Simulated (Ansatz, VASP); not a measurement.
# Two plane-wave programs on ZrB

```
CELL_PARAMETERS angstrom
0.00000 2.41539 2.50403
2.24631 0.00000 2.50403
2.24631 2.41539 0.00000
ATOMIC_POSITIONS crystal
Zr 0.00000 0.00000 0.00000
B 0.50000 0.50000 0.50000
```

Change from the starting cell: normal strain along x -0.0700, normal strain along z +0.0367.

Alike in both runs: task single point; functional LDA; k mesh 16 × 16 × 16; occupations gaussian, width 0.15 eV; no spin polarisation.

|  | VASP | Ansatz |
| --- | --- | --- |
| version | VASP 6.6.1 | Ansatz 0.2.0 |
| potentials or method | VASP PAW LDA potentials, release 64 (Zr_sv, B), cutoff 520 eV | scalar-relativistic, plane waves, PAW |
| valence electrons in the cell | 15 | 15 |

|  | VASP | Ansatz | Ansatz less VASP |
| --- | --- | --- | --- |
| gap on the k mesh at the Fermi level (eV) | none | none | - |
| pressure (GPa) | 9.5 | 9.1 | -0.35 |
| traceless stress, the component that is largest in VASP (GPa) | 22.30 | 22.27 | -0.024 |

LDA's correlation is that of Perdew and Zunger in VASP and of Perdew and Wang (1992) in Ansatz. A gap of «none» marks a metal or a gap that the smearing closes.
